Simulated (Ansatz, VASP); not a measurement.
**One calculation of PtSe2, two programs**

File INCAR:

```
PREC = Accurate
ENCUT = 520
EDIFF = 1E-6
ISMEAR = -1
SIGMA = 0.05
LREAL = False
LASPH = True
NELM = 80
ALGO = Normal
ISIF = 2
LWAVE = False
LCHARG = True
LELF = True
LVHAR = True
NBANDS = 18
```

File KPOINTS:

```
Automatic mesh
0
Gamma
  8 8 5
```

File POSCAR:

```
PtSe2
1.0
    3.6479786689      0.0000000000      0.0000000000
   -1.8239893344      3.1592421997      0.0000000000
    0.0000000000      0.0000000000      4.9586648823
Pt Se
1 2
Direct
    0.0000000000      0.0000000000      0.0000000000
    0.6666666667      0.3333333333      0.7500000000
    0.3333333333      0.6666666667      0.2500000000
```

File input.yaml:

```yaml
crystal:
  lattice:
    - [3.6479786689, 0.0, 0.0]
    - [-1.8239893344, 3.1592421997, 0.0]
    - [0.0, 0.0, 4.9586648823]
  atoms:
    - { symbol: Pt, position: [0.0, 0.0, 0.0] }
    - { symbol: Se, position: [0.6666666667, 0.3333333333, 0.75] }
    - { symbol: Se, position: [0.3333333333, 0.6666666667, 0.25] }
hamiltonian:
  xc: lda
  pseudopotentials: { kind: paw, xc_functional: lda, accuracy: standard }
kpoints:
  mp_grid: { grid: [8, 8, 5] }
scf:
  occupations: { method: fermi_dirac, width: 0.05 }
output:
  forces: true
  stress: true
  eigenvalues: true
```

Alike in both runs: task single point; functional LDA; k mesh 8 × 8 × 5; occupations fermi-dirac, width 0.05 eV; no spin polarisation.

|  | VASP | Ansatz |
| --- | --- | --- |
| version | VASP 6.6.1 | Ansatz 0.2.0 |
| potentials or method | VASP PAW LDA potentials, release 64 (Pt, Se) | JTH PAW LDA |
| plane-wave cutoff (eV) | 520 | 750 |
| valence electrons in the cell | 22 | 22 |

VASP gave:

```
gap on the k mesh at the Fermi level (eV)                     : none
pressure (GPa)                                                : 9.6
traceless stress, the component that is largest in VASP (GPa) : -3.18
rms of the force components (eV/Å)                            : 0.524
```

Question: Which values does Ansatz return?

Answer: gap on the k mesh at the Fermi level (eV): none; pressure (GPa): 9.6; traceless stress, the component that is largest in VASP (GPa): -3.17; rms of the force components (eV/Å): 0.533.

LDA's correlation is that of Perdew and Zunger in VASP and of Perdew and Wang (1992) in Ansatz. Atom by atom the forces differ by 0.009 eV/Å (rms over components). A gap of «none» marks a metal or a gap that the smearing closes.

Spin-orbit coupling is off throughout.
